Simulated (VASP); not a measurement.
# Ga5N5H18 in VASP: single point with PBE

Aim: the single point of Ga5N5H18 with PBE.

All numbers are computed with VASP 6.6.1; they aren't measurements. Logs are shortened: lines on timing, memory, paths and dates and some standing lists are left out, and cuts for length are marked.

### 1 The cell of the first run

The cell holds a cluster in a box, 28 atoms: a = 14.400 Å, b = 14.000 Å, c = 15.000 Å, α = 90.00°, β = 90.00°, γ = 90.00°.

### 2 Single point, PBE

Contents of INCAR:

```
  ALGO = Normal
  EDIFF = 1E-6
  ENCUT = 520
  GGA = PE
  ISIF = 2
  ISMEAR = 0
  LASPH = T
  LCHARG = F
  LREAL = Auto
  LWAVE = F
  NBANDS = 74
  NELM = 100
  PREC = Accurate
  SIGMA = 0.05
```

Contents of KPOINTS:

```
k-points
0
Gamma
  1 1 1
```

Contents of POSCAR:

```
Ga5H18N5
1.0
   14.4000000000      0.0000000000      0.0000000000
    0.0000000000     14.0000000000      0.0000000000
    0.0000000000      0.0000000000     15.0000000000
Ga N H
5 5 18
Direct
    0.5057316995      0.4095753270      0.3340687345
    0.4927577243      0.4311420378      0.6637596858
    0.4918884330      0.5764612430      0.4891989177
    0.3259769228      0.4142541150      0.5034734424
    0.6701998035      0.4268921841      0.4965459662
    0.5737004664      0.4923581087      0.4233498776
    0.5923444714      0.3624336011      0.5922389693
    0.5865291952      0.6411278047      0.5799820343
    0.4198556232      0.4962250074      0.5684305302
    0.4015581161      0.3491464998      0.4063035098
    0.5718095367      0.3255521600      0.3063245348
    0.4563560503      0.4782048837      0.2661901549
    0.5479453738      0.5113375987      0.7174559563
    0.4339472636      0.3547910962      0.7146626039
    0.6107363194      0.5359482167      0.3812439404
    0.4454108026      0.6631552651      0.4417208470
    0.5640863872      0.3014876157      0.5660012132
    0.6389991124      0.3377533844      0.6384233042
    0.5711886074      0.6178633267      0.6435444717
    0.5866708063      0.7140891240      0.5785928873
    0.6524580013      0.6159712964      0.5668850670
    0.2580147203      0.4834970683      0.4532299465
    0.2937050425      0.3328161625      0.5683303459
    0.7267629439      0.5072420211      0.5487165648
    0.7224174747      0.3477687003      0.4427808850
    0.3765011074      0.5418557490      0.6022882845
    0.4234724567      0.2841558885      0.4293038044
    0.3527904218      0.3324568881      0.3590158090
```

Potentials or basis: VASP PAW PBE potentials, release 64 (Ga_d, N, H).

The run is started by

```console
$ cat potpaw_PBE.64/Ga_d/POTCAR potpaw_PBE.64/N/POTCAR potpaw_PBE.64/H/POTCAR > POTCAR
$ mpirun -np 1 vasp_gam > vasp.out
```

OUTCAR:

```text
EDIFF = 1E-6
   ENCUT = 520
   GGA = PE
   ISIF = 2
   ISMEAR = 0
   LASPH = T
   LREAL = Auto
   NELM = 100
   PREC = Accurate

 ion  position               nearest neighbor table
   1  0.506  0.410  0.334-  11 1.57  12 1.57   6 2.02  10 2.03
   2  0.493  0.431  0.664-  14 1.56  13 1.59   9 1.99   7 2.03
   3  0.492  0.576  0.489-  16 1.56   6 1.94   9 1.94   8 2.13
   4  0.326  0.414  0.503-  23 1.57  22 1.57   9 2.02  10 2.03
   5  0.670  0.427  0.497-  25 1.56  24 1.59   6 1.99   7 2.03
   6  0.574  0.492  0.423-  15 1.03   3 1.94   5 1.99   1 2.02
   7  0.592  0.362  0.592-  17 1.02  18 1.03   5 2.03   2 2.03
   8  0.587  0.641  0.580-  20 1.02  19 1.03  21 1.03   3 2.13
   9  0.420  0.496  0.568-  26 1.03   3 1.94   2 1.99   4 2.02
  10  0.402  0.349  0.406-  27 1.02  28 1.03   4 2.03   1 2.03
  11  0.572  0.326  0.306-   1 1.57
  12  0.456  0.478  0.266-   1 1.57
  13  0.548  0.511  0.717-   2 1.59
  14  0.434  0.355  0.715-   2 1.56
  15  0.611  0.536  0.381-   6 1.03
  16  0.445  0.663  0.442-   3 1.56
[... 10 lines left out ...]
  27  0.423  0.284  0.429-  10 1.02
  28  0.353  0.332  0.359-  10 1.03

  LATTYP: Found a simple orthorhombic cell.
 ALAT       =    14.0000000000
 B/A-ratio  =     1.0285714286
 C/A-ratio  =     1.0714285714

  Lattice vectors:

 A1 = (   0.0000000000, -14.0000000000,   0.0000000000)
 A2 = (  14.4000000000,   0.0000000000,   0.0000000000)
 A3 = (   0.0000000000,   0.0000000000,  15.0000000000)

Analysis of symmetry for initial positions (statically):
=====================================================================
 Subroutine PRICEL returns:
 Original cell was already a primitive cell.

 Routine SETGRP: Setting up the symmetry group for a
 simple orthorhombic supercell.

 Subroutine GETGRP returns: Found  1 space group operations
 (whereof  1 operations were pure point group operations)
 out of a pool of  8 trial point group operations.

The static configuration has the point symmetry C_1 .

Analysis of symmetry for dynamics (positions and initial velocities):
=====================================================================
 Subroutine PRICEL returns:
 Original cell was already a primitive cell.

 Routine SETGRP: Setting up the symmetry group for a
 simple orthorhombic supercell.

 Subroutine GETGRP returns: Found  1 space group operations
 (whereof  1 operations were pure point group operations)
 out of a pool of  8 trial point group operations.

The dynamic configuration has the point symmetry C_1 .

 Subroutine INISYM returns: Found  1 space group operations
 (whereof  1 operations are pure point group operations),
 and found     1 'primitive' translations

----------------------------------------------------------------------------------------

                                     Primitive cell

  volume of cell :    3024.0000

  direct lattice vectors                    reciprocal lattice vectors
    14.400000000  0.000000000  0.000000000     0.069444444  0.000000000  0.000000000
     0.000000000 14.000000000  0.000000000     0.000000000  0.071428571  0.000000000
     0.000000000  0.000000000 15.000000000     0.000000000  0.000000000  0.066666667

  length of vectors
    14.400000000 14.000000000 15.000000000     0.069444444  0.071428571  0.066666667

  position of ions in fractional coordinates (direct lattice)
     0.505731699  0.409575327  0.334068735
     0.492757724  0.431142038  0.663759686
     0.491888433  0.576461243  0.489198918
     0.325976923  0.414254115  0.503473442
     0.670199803  0.426892184  0.496545966
     0.573700466  0.492358109  0.423349878
[... 20 lines left out ...]
     0.423472457  0.284155889  0.429303804
     0.352790422  0.332456888  0.359015809

  ion indices of the primitive-cell ions
   primitive index   ion index
                 1           1
                 2           2
                 3           3
                 4           4
                 5           5
                 6           6
[... 20 lines left out ...]
                27          27
                28          28

----------------------------------------------------------------------------------------

 KPOINTS: k-points

Automatic generation of k-mesh.
 Grid dimensions read from file:
 generate k-points for:    1    1    1

 Generating k-lattice:

  Cartesian coordinates                     Fractional coordinates (reciprocal lattice)
     0.069444444  0.000000000  0.000000000     1.000000000  0.000000000  0.000000000
     0.000000000  0.071428571  0.000000000     0.000000000  1.000000000  0.000000000
     0.000000000  0.000000000  0.066666667     0.000000000  0.000000000  1.000000000

  Length of vectors
     0.069444444  0.071428571  0.066666667

  Shift w.r.t. Gamma in fractional coordinates (k-lattice)
     0.000000000  0.000000000  0.000000000

 Subroutine IBZKPT returns following result:
 ===========================================

 Found      1 irreducible k-points:

 Following reciprocal coordinates:
            Coordinates               Weight
  0.000000  0.000000  0.000000      1.000000
   k-points           NKPTS =      1   k-points in BZ     NKDIM =      1   number of bands    NBANDS=     74
   number of dos      NEDOS =    301   number of ions     NIONS =     28
   total plane-waves  NPLWV = ******
   dimension x,y,z NGX =   108 NGY =  108 NGZ =  112
   dimension x,y,z NGXF=   216 NGYF=  216 NGZF=  224
   ions per type =               5   5  18
   NGX,Y,Z   is equivalent  to a cutoff of  12.47, 12.82, 12.41 a.u.
   NGXF,Y,Z  is equivalent  to a cutoff of  24.94, 25.65, 24.83 a.u.
 SYSTEM =  unknown system
   PREC   = accura    normal or accurate (medium, high low for compatibility)
   ISTART =      0    job   : 0-new  1-cont  2-samecut
   ICHARG =      2    charge: 1-file 2-atom 10-const
   ISPIN  =      1    spin polarized calculation?
   LNONCOLLINEAR =      F non collinear calculations
   LSORBIT =      F    spin-orbit coupling
   LASPH  =      T    aspherical Exc in radial PAW
   ENCUT  =  520.0 eV  38.22 Ry    6.18 a.u.  26.77 26.03 27.89*2*pi/ulx,y,z
   NELM   =    100;   NELMIN=  2; NELMDL= -5     # of ELM steps
   EDIFF  = 0.1E-05   stopping-criterion for ELM
   LREAL  =      T    real-space projection
   EDIFFG = 0.1E-04   stopping-criterion for IOM
   NSW    =      0    number of steps for IOM
   IBRION =     -1    ionic relax: 0-MD 1-quasi-New 2-CG
   NFREE  =      0    steps in history (QN), initial steepest desc. (CG)
   ISIF   =      2    stress and relaxation
   ISYM   =      2    0-nonsym 1-usesym 2-fastsym
   POTIM  = 0.5000    time-step for ionic-motion
   TEBEG  =    0.0;   TEEND  =   0.0 temperature during run
   PSTRESS=    0.0 pullay stress
   NELECT =     108.0000    total number of electrons
   NUPDOWN=      -1.0000    fix difference up-down
   EMIN   =  10.00;   EMAX   =-10.00  energy-range for DOS
   EFERMI =   0.00;   METHOD = LEGACY
   ISMEAR =     0;   SIGMA  =   0.05  broadening in eV -4-tet -1-fermi 0-gaus
   EFERMI_NEDOS =   21; number of points for ismear=-14 and -15
   IALGO  =     38    algorithm
   IMIX   =      4    mixing-type and parameters
     AMIX     =   0.40;   BMIX     =  1.00
     AMIX_MAG =   1.60;   BMIX_MAG =  1.00
  volume/ion in A,a.u.               =     108.00       728.82
  Fermi-wavevector in a.u.,A,eV,Ry     =   0.539124  1.018797  3.954600  0.290655
  Thomas-Fermi vector in A             =   1.565663
   LORBIT       =      0    0 simple, 1 ext, 2 COOP (PROOUT), +10 PAW based schemes
   GGA     = PE    functional components
   LHFCALC =     F    Hartree Fock is set to
   AEXX    =    0.0000 exact exchange contribution
   IVDW    =     0    specifies the selected vdW correction
   LEPSILON=     F    determine dielectric tensor
   LRPA    =     F    only Hartree local field effects (RPA)
 non-spin polarized calculation
 Gauss-broadening in eV      SIGMA  =   0.05
  energy-cutoff  :      520.00
  volume of cell :     3024.00
 maximum number of plane-waves:     40710
 NGX is ok and might be reduce to   108
   NGX = 53   NGY = 53   NGZ = 55

 number of electron     108.0000002 magnetization

 Free energy of the ion-electron system (eV)
  ---------------------------------------------------
  ext. energy  EPLUGINS =         0.00000000
  ---------------------------------------------------
  free energy    TOTEN  =      -121.72605066 eV

  energy without entropy =     -121.72605066  energy(sigma->0) =     -121.72605066

 E-fermi :  -5.5248     XC(G=0):  -1.2993

 val. band max:       -5.7649691970   @ k =   0.0000   0.0000   0.0000
 cond. band min:      -0.8310460430   @ k =   0.0000   0.0000   0.0000
 fundamental gap:      4.9339231541
 Fermi energy:        -5.5247730301

 k-point     1 :       0.0000    0.0000    0.0000
  band No.  band energies     occupation
      1     -22.7051      2.00000
      2     -21.2180      2.00000
      3     -20.9866      2.00000
      4     -20.3011      2.00000
      5     -20.1969      2.00000
      6     -18.3825      2.00000
[... 58 lines left out ...]
     65       0.7343      0.00000
     66       0.8487      0.00000
 [bands above 66 left out]

------------------------ aborting loop because EDIFF is reached ----------------------------------------

  FORCE on cell =-STRESS in cart. coord.  units (eV):
  Direction    XX          YY          ZZ          XY          YZ          ZX
  --------------------------------------------------------------------------------------
  -------------------------------------------------------------------------------------
  Total       -0.2852435     -0.3823402     -0.2834461      0.0159557      0.0356588     -0.0114767
  in kB       -0.1511279     -0.2025717     -0.1501756      0.0084536      0.0188927     -0.0060806
  external PRESSURE =      -0.1679584 kB  Pullay stress =       0.0000000 kB

 VOLUME and BASIS-vectors are now :
 -----------------------------------------------------------------------------
  energy-cutoff  :      520.00
  volume of cell :     3024.00
      direct lattice vectors                 reciprocal lattice vectors
    14.400000000  0.000000000  0.000000000     0.069444444  0.000000000  0.000000000
     0.000000000 14.000000000  0.000000000     0.000000000  0.071428571  0.000000000
     0.000000000  0.000000000 15.000000000     0.000000000  0.000000000  0.066666667

 POSITION                                       TOTAL-FORCE (eV/Angst)
 -----------------------------------------------------------------------------------
      7.28254      5.73405      5.01103         0.005974     -0.004432     -0.030023
      7.09571      6.03599      9.95640        -0.007398     -0.001371      0.029433
      7.08319      8.07046      7.33798        -0.007693      0.017958     -0.014395
      4.69407      5.79956      7.55210        -0.031757     -0.004048      0.003679
      9.65088      5.97649      7.44819         0.025614     -0.006264     -0.012387
      8.26129      6.89301      6.35025        -0.004320      0.003726      0.002438
[... 20 lines left out ...]
      6.09800      3.97818      6.43956         0.009827     -0.001050      0.009749
      5.08018      4.65440      5.38524        -0.007881      0.008229     -0.008896
 -----------------------------------------------------------------------------------
    total drift:                               -0.002709      0.000394      0.002367

  FREE ENERGIE OF THE ION-ELECTRON SYSTEM (eV)
  ---------------------------------------------------
  free  energy   TOTEN  =      -121.7260506596 eV

  energy  without entropy=     -121.7260506596  energy(sigma->0) =     -121.72605066
```

It took 33 min on 1 thread of Intel Xeon 8259CL, shared host; peak memory 1.9 GiB.

What came out:

* Free energy: -121.7261 eV
* Largest force: 0.061 eV/Å
* Gap between the frontier levels: 4.93 eV

Forces on the atoms (eV/Å):
```
Ga   0.006 -0.004 -0.030
Ga  -0.007 -0.001  0.029
Ga  -0.008  0.018 -0.014
Ga  -0.032 -0.004  0.004
Ga   0.026 -0.006 -0.012
N   -0.004  0.004  0.002
N    0.001 -0.026  0.010
N    0.021  0.047  0.034
N    0.008  0.007  0.001
N   -0.006 -0.021 -0.003
H   -0.013  0.014  0.006
H    0.008 -0.011  0.014
H   -0.007 -0.012 -0.005
H    0.013  0.014 -0.013
H    0.009  0.007 -0.011
H    0.012 -0.020  0.014
H   -0.005  0.004 -0.009
H    0.006  0.009  0.006
H   -0.001  0.001 -0.020
H   -0.005 -0.034 -0.006
H   -0.022  0.000 -0.004
H    0.014 -0.012  0.008
H    0.006  0.014 -0.014
H   -0.001 -0.021 -0.010
H   -0.009  0.018  0.014
H   -0.011  0.007  0.009
H    0.010 -0.001  0.010
H   -0.008  0.008 -0.009
```
